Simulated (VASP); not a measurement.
# Au (Fm-3m) in VASP: a series of runs

Au is run at these levels: PBE; tasks: single point.

All numbers are computed with VASP 6.6.1; they aren't measurements. Logs are shortened: lines on timing, memory, paths and dates and some standing lists are left out, and cuts for length are marked.

## 1. The cell of the first run

The structure is cubic, space group Fm-3m (No. 225). The conventional cell has a = 4.199 Å, b = 4.199 Å, c = 4.199 Å, α = 90.00°, β = 90.00°, γ = 90.00°. Au (site symmetry m-3m) has 12 Au at 2.97 Å within 3.9 Å.

## 2. Single point, PBE (volume scaled by 1.03)

File INCAR:

```
ALGO = Normal ; EDIFF = 1E-6
ENCUT = 520 ; GGA = PE
ISIF = 2 ; ISMEAR = 0
LASPH = T ; LCHARG = F
LREAL = F ; LWAVE = F
NBANDS = 12 ; NELM = 60
PREC = Accurate ; SIGMA = 0.3
```

File KPOINTS:

```
k-points
0
Gamma
  18 18 18
```

File POSCAR:

```
Au
1.0
    0.0000000000      2.0997019289      2.0997019289
    2.0997019289      0.0000000000      2.0997019289
    2.0997019289      2.0997019289      0.0000000000
Au
1
Direct
    0.0000000000      0.0000000000      0.0000000000
```

Potentials or basis: VASP PAW PBE potentials, release 64 (Au).

On the command line:

```
cat potpaw_PBE.64/Au/POTCAR > POTCAR
mpirun -np 1 vasp_std > vasp.out
```

OUTCAR:

```text
EDIFF = 1E-6
   ENCUT = 520
   GGA = PE
   ISIF = 2
   ISMEAR = 0
   LASPH = T
   LREAL = F
   NELM = 60
   PREC = Accurate

 ion  position               nearest neighbor table
   1  0.000  0.000  0.000-

  LATTYP: Found a face centered cubic cell.
 ALAT       =     4.1994038578

  Lattice vectors:

 A1 = (   0.0000000000,   2.0997019289,   2.0997019289)
 A2 = (   2.0997019289,   0.0000000000,   2.0997019289)
 A3 = (   2.0997019289,   2.0997019289,   0.0000000000)

Analysis of symmetry for initial positions (statically):
=====================================================================
 Subroutine PRICEL returns:
 Original cell was already a primitive cell.

 Routine SETGRP: Setting up the symmetry group for a
 face centered cubic supercell.

 Subroutine GETGRP returns: Found 48 space group operations
 (whereof 48 operations were pure point group operations)
 out of a pool of 48 trial point group operations.

The static configuration has the point symmetry O_h .

Analysis of symmetry for dynamics (positions and initial velocities):
=====================================================================
 Subroutine PRICEL returns:
 Original cell was already a primitive cell.

 Routine SETGRP: Setting up the symmetry group for a
 face centered cubic supercell.

 Subroutine GETGRP returns: Found 48 space group operations
 (whereof 48 operations were pure point group operations)
 out of a pool of 48 trial point group operations.

The dynamic configuration has the point symmetry O_h .

 Subroutine INISYM returns: Found 48 space group operations
 (whereof 48 operations are pure point group operations),
 and found     1 'primitive' translations

----------------------------------------------------------------------------------------

                                     Primitive cell

  volume of cell :      18.5141

  direct lattice vectors                    reciprocal lattice vectors
     0.000000000  2.099701929  2.099701929    -0.238129038  0.238129038  0.238129038
     2.099701929  0.000000000  2.099701929     0.238129038 -0.238129038  0.238129038
     2.099701929  2.099701929  0.000000000     0.238129038  0.238129038 -0.238129038

  length of vectors
     2.969426945  2.969426945  2.969426945     0.412451592  0.412451592  0.412451592

  position of ions in fractional coordinates (direct lattice)
     0.000000000  0.000000000  0.000000000

  ion indices of the primitive-cell ions
   primitive index   ion index
                 1           1

----------------------------------------------------------------------------------------

 KPOINTS: k-points

Automatic generation of k-mesh.
 Grid dimensions read from file:
 generate k-points for:   18   18   18

 Generating k-lattice:

  Cartesian coordinates                     Fractional coordinates (reciprocal lattice)
    -0.013229391  0.013229391  0.013229391     0.055555556  0.000000000  0.000000000
     0.013229391 -0.013229391  0.013229391     0.000000000  0.055555556  0.000000000
     0.013229391  0.013229391 -0.013229391     0.000000000  0.000000000  0.055555556

  Length of vectors
     0.022913977  0.022913977  0.022913977

  Shift w.r.t. Gamma in fractional coordinates (k-lattice)
     0.000000000  0.000000000  0.000000000

 Subroutine IBZKPT returns following result:
 ===========================================

 Found    195 irreducible k-points:

 Following reciprocal coordinates:
            Coordinates               Weight
  0.000000  0.000000  0.000000      1.000000
  0.055556  0.000000  0.000000      8.000000
  0.111111  0.000000  0.000000      8.000000
  0.166667  0.000000  0.000000      8.000000
  0.222222  0.000000  0.000000      8.000000
  0.277778  0.000000  0.000000      8.000000
[... 16 lines left out ...]
 -0.277778  0.055556  0.000000     24.000000
 -0.222222  0.055556  0.000000     24.000000
 [... further k-points ...]
   k-points           NKPTS =    195   k-points in BZ     NKDIM =    195   number of bands    NBANDS=     12
   number of dos      NEDOS =    301   number of ions     NIONS =      1
   total plane-waves  NPLWV =  13824
   dimension x,y,z NGX =    24 NGY =   24 NGZ =   24
   dimension x,y,z NGXF=    48 NGYF=   48 NGZF=   48
   ions per type =               1
   NGX,Y,Z   is equivalent  to a cutoff of  13.44, 13.44, 13.44 a.u.
   NGXF,Y,Z  is equivalent  to a cutoff of  26.87, 26.87, 26.87 a.u.
 SYSTEM =  unknown system
   PREC   = accura    normal or accurate (medium, high low for compatibility)
   ISTART =      0    job   : 0-new  1-cont  2-samecut
   ICHARG =      2    charge: 1-file 2-atom 10-const
   ISPIN  =      1    spin polarized calculation?
   LNONCOLLINEAR =      F non collinear calculations
   LSORBIT =      F    spin-orbit coupling
   LASPH  =      T    aspherical Exc in radial PAW
   ENCUT  =  520.0 eV  38.22 Ry    6.18 a.u.   5.52  5.52  5.52*2*pi/ulx,y,z
   NELM   =     60;   NELMIN=  2; NELMDL= -5     # of ELM steps
   EDIFF  = 0.1E-05   stopping-criterion for ELM
   LREAL  =      F    real-space projection
   EDIFFG = 0.1E-04   stopping-criterion for IOM
   NSW    =      0    number of steps for IOM
   IBRION =     -1    ionic relax: 0-MD 1-quasi-New 2-CG
   NFREE  =      0    steps in history (QN), initial steepest desc. (CG)
   ISIF   =      2    stress and relaxation
   ISYM   =      2    0-nonsym 1-usesym 2-fastsym
   POTIM  = 0.5000    time-step for ionic-motion
   TEBEG  =    0.0;   TEEND  =   0.0 temperature during run
   PSTRESS=    0.0 pullay stress
   NELECT =      11.0000    total number of electrons
   NUPDOWN=      -1.0000    fix difference up-down
   EMIN   =  10.00;   EMAX   =-10.00  energy-range for DOS
   EFERMI =   0.00;   METHOD = LEGACY
   ISMEAR =     0;   SIGMA  =   0.30  broadening in eV -4-tet -1-fermi 0-gaus
   EFERMI_NEDOS =   21; number of points for ismear=-14 and -15
   IALGO  =     38    algorithm
   IMIX   =      4    mixing-type and parameters
     AMIX     =   0.40;   BMIX     =  1.00
     AMIX_MAG =   1.60;   BMIX_MAG =  1.00
  volume/ion in A,a.u.               =      18.51       124.94
  Fermi-wavevector in a.u.,A,eV,Ry     =   1.376273  2.600780 25.771186  1.894129
  Thomas-Fermi vector in A             =   2.501533
   LORBIT       =      0    0 simple, 1 ext, 2 COOP (PROOUT), +10 PAW based schemes
   GGA     = PE    functional components
   LHFCALC =     F    Hartree Fock is set to
   AEXX    =    0.0000 exact exchange contribution
   IVDW    =     0    specifies the selected vdW correction
   LEPSILON=     F    determine dielectric tensor
   LRPA    =     F    only Hartree local field effects (RPA)
 non-spin polarized calculation
 Gauss-broadening in eV      SIGMA  =   0.30
  energy-cutoff  :      520.00
  volume of cell :       18.51
 maximum number of plane-waves:       531
 NGX is ok and might be reduce to    24
   NGX = 11   NGY = 11   NGZ = 11

 number of electron      10.9999999 magnetization

 Free energy of the ion-electron system (eV)
  ---------------------------------------------------
  ext. energy  EPLUGINS =         0.00000000
  ---------------------------------------------------
  free energy    TOTEN  =        -3.22056645 eV

  energy without entropy =       -3.20797257  energy(sigma->0) =       -3.21426951

 E-fermi :   8.1358     XC(G=0): -12.2253

 val. band max:        8.1345677812   @ k =   0.5000   0.1667   0.0556
 cond. band min:       8.1796737956   @ k =   0.5000   0.3333   0.1111
 fundamental gap:      0.0451060144
 Fermi energy:         8.1357778432

 k-point     1 :       0.0000    0.0000    0.0000
  band No.  band energies     occupation
      1      -0.8580      2.00000
      2       3.8805      2.00000
      3       3.8805      2.00000
      4       3.8805      2.00000
      5       5.1874      2.00000
      6       5.1874      2.00000
      7      22.7556      0.00000
      8      26.2770      0.00000
      9      26.2770      0.00000
     10      26.2770      0.00000
     11      30.9288      0.00000
     12      34.7223      0.00000

 k-point     2 :       0.0556    0.0000    0.0000
  band No.  band energies     occupation
      1      -0.7578      2.00000
      2       3.8507      2.00000
      3       3.9133      2.00000
      4       3.9133      2.00000
      5       5.1733      2.00000
      6       5.1733      2.00000
      7      22.8584      0.00000
      8      25.5568      0.00000
      9      26.3788      0.00000
     10      26.3788      0.00000
     11      31.4589      0.00000
     12      33.5501      0.00000

 k-point     3 :       0.1111    0.0000    0.0000
  band No.  band energies     occupation
      1      -0.4648      2.00000
      2       3.7756      2.00000
      3       3.9991      2.00000
      4       3.9991      2.00000
      5       5.1450      2.00000
      6       5.1450      2.00000
      7      23.0178      0.00000
      8      24.1263      0.00000
      9      26.6590      0.00000
     10      26.6590      0.00000
     11      30.9368      0.00000
     12      32.9526      0.00000
[... 286 lines left out ...]
 k-point    23 :      -0.2778    0.0556    0.0000
  band No.  band energies     occupation
      1       1.2943      2.00000
      2       3.9460      2.00000
      3       4.1177      2.00000
      4       4.1288      2.00000
      5       5.3607      2.00000
      6       5.8228      2.00000
      7      17.0280      0.00000
      8      23.2280      0.00000
      9      25.2796      0.00000
     10      27.6727      0.00000
     11      29.1367      0.00000
     12      30.4478      0.00000

 k-point    24 :      -0.2222    0.0556    0.0000
  band No.  band energies     occupation
      1       0.8222      2.00000
      2       3.6703      2.00000
      3       4.1518      2.00000
      4       4.1812      2.00000
      5       5.1159      2.00000
      6       5.5311      2.00000
      7      19.1884      0.00000
      8      23.5657      0.00000
      9      25.8849      0.00000
     10      28.4080      0.00000
     11      28.5522      0.00000
     12      30.2024      0.00000

 [... further k-points ...]
[... 5 lines left out ...]
  --------------------------------------------------------------------------------------
  -------------------------------------------------------------------------------------
  Total       -0.4631046     -0.4631046     -0.4631046     -0.0000000     -0.0000000      0.0000000
  in kB      -40.0762202    -40.0762202    -40.0762202     -0.0000000     -0.0000000      0.0000000
  external PRESSURE =     -40.0762202 kB  Pullay stress =       0.0000000 kB

 VOLUME and BASIS-vectors are now :
 -----------------------------------------------------------------------------
  energy-cutoff  :      520.00
  volume of cell :       18.51
      direct lattice vectors                 reciprocal lattice vectors
     0.000000000  2.099701929  2.099701929    -0.238129038  0.238129038  0.238129038
     2.099701929  0.000000000  2.099701929     0.238129038 -0.238129038  0.238129038
     2.099701929  2.099701929  0.000000000     0.238129038  0.238129038 -0.238129038

 POSITION                                       TOTAL-FORCE (eV/Angst)
 -----------------------------------------------------------------------------------
      0.00000      0.00000      0.00000        -0.000000      0.000000      0.000000
 -----------------------------------------------------------------------------------
    total drift:                               -0.000000      0.000000      0.000000

  FREE ENERGIE OF THE ION-ELECTRON SYSTEM (eV)
  ---------------------------------------------------
  free  energy   TOTEN  =        -3.2205664520 eV

  energy  without entropy=       -3.2079725651  energy(sigma->0) =       -3.21426951
```

Run time: 17 s. Hardware: 1 thread of Intel Xeon Platinum 8488C (Sapphire Rapids), shared host; peak memory 0.17 GiB.

Results:

```
Free energy : -3.2206 eV
Pressure    : -4.0 GPa
```

Caveat: spin-orbit coupling is left out, which moves the levels of the heavy elements.

(Continued in part 2 of 2.)
